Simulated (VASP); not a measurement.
# Au (I4_1/amd) in VASP: relaxation of shape and atoms at fixed volume with PBE

Aim: the relaxation of shape and atoms at fixed volume of Au with PBE.

All numbers are computed with VASP 6.6.1; they aren't measurements. Logs are shortened: lines on timing, memory, paths and dates and some standing lists are left out, and cuts for length are marked.

## (1) The cell of the first run

It takes space group I4_1/amd (No. 141, tetragonal). Conventional cell: a = 4.888 Å, b = 4.888 Å, c = 2.510 Å, α = 90.00°, β = 90.00°, γ = 90.00°. Within 3.3 Å of Au (site symmetry -4m2) lie 10 Au at 2.51 to 3.08 Å.

## (2) Relaxation of shape and atoms at fixed volume, PBE

File INCAR:

```
ALGO = Normal
EDIFF = 1E-7
EDIFFG = -0.005
ENCUT = 600
GGA = PE
IBRION = 2
ISIF = 4
ISMEAR = -1
LASPH = True
LCHARG = False
LREAL = False
LWAVE = False
NELM = 100
NSW = 50
PREC = Accurate
SIGMA = 0.1
```

File KPOINTS:

```
k-points
0
Gamma
  17 17 17
```

File POSCAR:

```
Au
1.0
   -2.4438224013      2.4438224013      1.2547607553
    2.4438224013     -2.4438224013      1.2547607553
    2.4438224013      2.4438224013     -1.2547607553
Au
2
Direct
   -0.3750000000     -0.1250000000     -0.2500000000
    0.3750000000      0.1250000000      0.2500000000
```

Potentials or basis: VASP PAW PBE potentials, release 64 (Au).

Run with:

```bash
$ cat potpaw_PBE.64/Au/POTCAR > POTCAR
$ mpirun -np 1 vasp_std > vasp.out
```

OUTCAR:

```text
EDIFF = 1E-7
   EDIFFG = -0.005
   ENCUT = 600
   GGA = PE
   IBRION = 2
   ISIF = 4
   ISMEAR = -1
   LASPH = True
   LREAL = False
   NELM = 100
   NSW = 50
   PREC = Accurate

 ion  position               nearest neighbor table
   1  0.625  0.875  0.750-   2 2.52   2 2.52   2 2.52   2 2.52   2 3.08   2 3.08   2 3.08   2 3.08

   2  0.375  0.125  0.250-   1 2.52   1 2.52   1 2.52   1 2.52   1 3.08   1 3.08   1 3.08   1 3.08

  LATTYP: Found a body centered tetragonal cell.
 ALAT       =     4.8876448026
 C/A-ratio  =     0.5134418748

  Lattice vectors:

 A1 = (  -2.4438224013,   2.4438224013,   1.2547607553)
 A2 = (   2.4438224013,  -2.4438224013,   1.2547607553)
 A3 = (   2.4438224013,   2.4438224013,  -1.2547607553)

Analysis of symmetry for initial positions (statically):
=====================================================================
 Subroutine PRICEL returns:
 Original cell was already a primitive cell.

 Routine SETGRP: Setting up the symmetry group for a
 body centered tetragonal supercell.

 Subroutine GETGRP returns: Found 16 space group operations
 (whereof  4 operations were pure point group operations)
 out of a pool of 16 trial point group operations.

The static configuration has the point symmetry C_2h.
 The point group associated with its full space group is D_4h.

Analysis of symmetry for dynamics (positions and initial velocities):
=====================================================================
 Subroutine PRICEL returns:
 Original cell was already a primitive cell.

 Routine SETGRP: Setting up the symmetry group for a
 body centered tetragonal supercell.

 Subroutine GETGRP returns: Found 16 space group operations
 (whereof  4 operations were pure point group operations)
 out of a pool of 16 trial point group operations.

The dynamic configuration has the point symmetry C_2h.
 The point group associated with its full space group is D_4h.

 Subroutine INISYM returns: Found 16 space group operations
 (whereof  4 operations are pure point group operations),
 and found     1 'primitive' translations

----------------------------------------------------------------------------------------

                                     Primitive cell

  volume of cell :      29.9751

  direct lattice vectors                    reciprocal lattice vectors
    -2.443822401  2.443822401  1.254760755     0.000000000  0.204597519  0.398482338
     2.443822401 -2.443822401  1.254760755     0.204597519  0.000000000  0.398482338
     2.443822401  2.443822401 -1.254760755     0.204597519  0.204597519  0.000000000

  length of vectors
     3.676813894  3.676813894  3.676813894     0.447937852  0.447937852  0.289344586

  position of ions in fractional coordinates (direct lattice)
     0.625000000  0.875000000  0.750000000
     0.375000000  0.125000000  0.250000000

  ion indices of the primitive-cell ions
   primitive index   ion index
                 1           1
                 2           2

----------------------------------------------------------------------------------------

 KPOINTS: k-points

Automatic generation of k-mesh.
 Grid dimensions read from file:
 generate k-points for:   17   17   17

 Generating k-lattice:

  Cartesian coordinates                     Fractional coordinates (reciprocal lattice)
     0.000000000  0.012035148  0.023440138     0.058823529  0.000000000  0.000000000
     0.012035148  0.000000000  0.023440138     0.000000000  0.058823529  0.000000000
     0.012035148  0.012035148  0.000000000     0.000000000  0.000000000  0.058823529

  Length of vectors
     0.026349285  0.026349285  0.017020270

  Shift w.r.t. Gamma in fractional coordinates (k-lattice)
     0.000000000  0.000000000  0.000000000

 Subroutine IBZKPT returns following result:
 ===========================================

 Found    405 irreducible k-points:

 Following reciprocal coordinates:
            Coordinates               Weight
  0.000000  0.000000  0.000000      1.000000
  0.058824 -0.000000  0.000000      8.000000
  0.117647 -0.000000  0.000000      8.000000
  0.176471  0.000000  0.000000      8.000000
  0.235294 -0.000000  0.000000      8.000000
  0.294118  0.000000  0.000000      8.000000
[... 16 lines left out ...]
 -0.176471  0.058824 -0.000000     16.000000
 -0.117647  0.058824  0.000000     16.000000
 [... further k-points ...]
   k-points           NKPTS =    405   k-points in BZ     NKDIM =    405   number of bands    NBANDS=     15
   number of dos      NEDOS =    301   number of ions     NIONS =      2
   total plane-waves  NPLWV =  27000
   dimension x,y,z NGX =    30 NGY =   30 NGZ =   30
   dimension x,y,z NGXF=    60 NGYF=   60 NGZF=   60
   ions per type =               2
   NGX,Y,Z   is equivalent  to a cutoff of  13.56, 13.56, 13.56 a.u.
   NGXF,Y,Z  is equivalent  to a cutoff of  27.13, 27.13, 27.13 a.u.
 SYSTEM =  unknown system
   PREC   = accura    normal or accurate (medium, high low for compatibility)
   ISTART =      0    job   : 0-new  1-cont  2-samecut
   ICHARG =      2    charge: 1-file 2-atom 10-const
   ISPIN  =      1    spin polarized calculation?
   LNONCOLLINEAR =      F non collinear calculations
   LSORBIT =      F    spin-orbit coupling
   LASPH  =      T    aspherical Exc in radial PAW
   ENCUT  =  600.0 eV  44.10 Ry    6.64 a.u.   7.34  7.34  7.34*2*pi/ulx,y,z
   NELM   =    100;   NELMIN=  2; NELMDL= -5     # of ELM steps
   EDIFF  = 0.1E-06   stopping-criterion for ELM
   LREAL  =      F    real-space projection
   EDIFFG = -.5E-02   stopping-criterion for IOM
   NSW    =     50    number of steps for IOM
   IBRION =      2    ionic relax: 0-MD 1-quasi-New 2-CG
   NFREE  =      1    steps in history (QN), initial steepest desc. (CG)
   ISIF   =      4    stress and relaxation
   ISYM   =      2    0-nonsym 1-usesym 2-fastsym
   POTIM  = 0.5000    time-step for ionic-motion
   TEBEG  =    0.0;   TEEND  =   0.0 temperature during run
   PSTRESS=    0.0 pullay stress
   NELECT =      22.0000    total number of electrons
   NUPDOWN=      -1.0000    fix difference up-down
   EMIN   =  10.00;   EMAX   =-10.00  energy-range for DOS
   EFERMI =   0.00;   METHOD = LEGACY
   ISMEAR =    -1;   SIGMA  =   0.10  broadening in eV -4-tet -1-fermi 0-gaus
   EFERMI_NEDOS =   21; number of points for ismear=-14 and -15
   IALGO  =     38    algorithm
   IMIX   =      4    mixing-type and parameters
     AMIX     =   0.40;   BMIX     =  1.00
     AMIX_MAG =   1.60;   BMIX_MAG =  1.00
  volume/ion in A,a.u.               =      14.99       101.14
  Fermi-wavevector in a.u.,A,eV,Ry     =   1.476712  2.790580 29.669910  2.180677
  Thomas-Fermi vector in A             =   2.591205
   LORBIT       =      0    0 simple, 1 ext, 2 COOP (PROOUT), +10 PAW based schemes
   GGA     = PE    functional components
   LHFCALC =     F    Hartree Fock is set to
   AEXX    =    0.0000 exact exchange contribution
   IVDW    =     0    specifies the selected vdW correction
   LEPSILON=     F    determine dielectric tensor
   LRPA    =     F    only Hartree local field effects (RPA)
 conjugate gradient relaxation of ions
 non-spin polarized calculation
  energy-cutoff  :      600.00
  volume of cell :       29.98
 maximum number of plane-waves:      1029
 NGX is ok and might be reduce to    30
   NGX = 15   NGY = 15   NGZ = 15

--------------------------------------- Ionic step        1  -------------------------------------------

 number of electron      22.0000000 magnetization

 Free energy of the ion-electron system (eV)
  ---------------------------------------------------
  ext. energy  EPLUGINS =         0.00000000
  ---------------------------------------------------
  free energy    TOTEN  =        -4.63483454 eV

  energy without entropy =       -4.62138891  energy(sigma->0) =       -4.62811172

------------------------ aborting loop because EDIFF is reached ----------------------------------------

  FORCE on cell =-STRESS in cart. coord.  units (eV):
  Direction    XX          YY          ZZ          XY          YZ          ZX
  --------------------------------------------------------------------------------------
  -------------------------------------------------------------------------------------
  Total       12.2889989     12.2889989     14.4591387      0.0000000      0.0000000     -0.0000000
  in kB      656.8510325    656.8510325    772.8457179      0.0000000      0.0000000     -0.0000000
  external PRESSURE =     695.5159276 kB  Pullay stress =       0.0000000 kB
[... 89 lines left out ...]
  FREE ENERGIE OF THE ION-ELECTRON SYSTEM (eV)
  ---------------------------------------------------
  free  energy   TOTEN  =        -4.6465818950 eV

  energy  without entropy=       -4.6330253934  energy(sigma->0) =       -4.63980364

[... ionic steps 4 to 13 ...]

--------------------------------------- Ionic step       14  -------------------------------------------

 number of electron      22.0000002 magnetization

------------------------ aborting loop because EDIFF is reached ----------------------------------------
[... 67 lines left out ...]
--------------------------------------- Ionic step       16  -------------------------------------------

 number of electron      22.0000002 magnetization

 Free energy of the ion-electron system (eV)
  ---------------------------------------------------
  ext. energy  EPLUGINS =         0.00000000
  ---------------------------------------------------
  free energy    TOTEN  =        -4.64658276 eV

  energy without entropy =       -4.63302979  energy(sigma->0) =       -4.63980627

 E-fermi :  11.6740     XC(G=0): -13.4182

 val. band max:       11.6494907582   @ k =  -0.3529   0.3529   0.2941
 cond. band min:      11.6953690526   @ k =   0.3529   0.2941   0.1176
 fundamental gap:      0.0458782944
 Fermi energy:        11.6740046708

 k-point     1 :       0.0000    0.0000    0.0000
  band No.  band energies     occupation
      1       0.5288      2.00000
      2       3.2710      2.00000
      3       3.8021      2.00000
      4       4.0166      2.00000
      5       4.6192      2.00000
      6       8.4801      2.00000
      7       8.4801      2.00000
      8       8.5293      2.00000
      9       8.5293      2.00000
     10       9.9529      2.00000
     11      11.2212      1.97863
     12      15.4769      0.00000
     13      15.4769      0.00000
     14      21.7644      0.00000
[... 401 lines left out ...]
      2       3.4145      2.00000
      3       3.8627      2.00000
      4       4.1816      2.00000
      5       4.6929      2.00000
      6       8.0715      2.00000
      7       8.1247      2.00000
      8       8.6085      2.00000
      9       8.6694      2.00000
     10       9.8371      2.00000
     11      10.8350      1.99955
     12      15.0581      0.00000
     13      16.1594      0.00000
     14      22.4620      0.00000
     15      25.9078      0.00000

 [... further k-points ...]
[... 5 lines left out ...]
  --------------------------------------------------------------------------------------
  -------------------------------------------------------------------------------------
  Total       12.9221982     12.9221982     12.9279603     -0.0000000     -0.0000000      0.0000000
  in kB      690.6957410    690.6957410    691.0037272     -0.0000000     -0.0000000      0.0000000
  external PRESSURE =     690.7984030 kB  Pullay stress =       0.0000000 kB
[... 17 lines left out ...]
  FREE ENERGIE OF THE ION-ELECTRON SYSTEM (eV)
  ---------------------------------------------------
  free  energy   TOTEN  =        -4.6465827624 eV

  energy  without entropy=       -4.6330297851  energy(sigma->0) =       -4.63980627

 reached required accuracy - stopping structural energy minimisation
```

It took 14 min on 1 thread of Intel Xeon 6975P-C, shared host; peak memory 0.35 GiB.

Results:

- Free energy: -4.6466 eV
- Energy gained by relaxing: 5.9 meV/atom
- Ionic steps: 16
- Pressure after relaxing: 69.1 GPa
- Band gap on the k mesh: zero (band 11 reaches 15.06 eV, above the bottom of band 12 at 9.44 eV)

The path:
```
step  energy change (eV)  largest force (eV/Å)  pressure (GPa)  volume (Å³)
   1              0.0000                0.0000           69.55        29.98
   2              0.0383                0.0000           69.30        29.98
   3             -0.0117                0.0000           69.07        29.98
   4             -0.0117                0.0000           69.08        29.98
   5             -0.0117                0.0000           69.08        29.98
   6             -0.0117                0.0000           69.08        29.98
   7             -0.0117                0.0000           69.08        29.98
   8             -0.0117                0.0000           69.08        29.98
   9             -0.0117                0.0000           69.08        29.98
  10             -0.0117                0.0000           69.08        29.98
  11             -0.0117                0.0000           69.08        29.98
  12             -0.0117                0.0000           69.08        29.98
  13             -0.0117                0.0000           69.08        29.98
  14             -0.0117                0.0000           69.08        29.98
  15             -0.0117                0.0000           69.08        29.98
  16             -0.0117                0.0000           69.08        29.98
```

Final structure:
```
Au
1.0
    -2.43053    2.43053    1.26853
     2.43053   -2.43053    1.26853
     2.43053    2.43053   -1.26853
Au
2
Cartesian
  2.4305 1.2153 0.9514
  0.0000 1.2153 0.3171
```

Caveat: spin-orbit coupling is left out, which moves the levels of the heavy elements.
